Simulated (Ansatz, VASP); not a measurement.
## One calculation of HgTe, two programs

```xyz
2
Lattice="0.0000 3.3365 3.3365 3.3365 0.0000 3.3365 3.3365 3.3365 0.0000" Properties=species:S:1:pos:R:3 pbc="T T T"
Hg    0.0000    0.0000    0.0000
Te    1.6682    1.6682    1.6682
```

Alike in both runs: task single point; functional PBE; k mesh 10 × 10 × 10; occupations gaussian, width 0.05 eV; non-collinear spin, spin-orbit coupling.

|  | VASP | Ansatz |
| --- | --- | --- |
| version | VASP 6.6.1 | Ansatz 0.2.0 |
| potentials or method | VASP PAW PBE potentials, release 64 (Hg, Te), cutoff 520 eV | plane waves, PAW |
| valence electrons in the cell | 18 | 36 |

Ansatz gave:

```
pressure (GPa) : -0.7
```

Task: Estimate VASP's values.

Result: Pressure (GPa): -0.5.

With one functional, cell and mesh, what is left measures potentials, basis and numerics. VASP's potentials hold 18 valence electrons a cell and Ansatz's 36, so a difference there can come from the potentials and not from the codes.
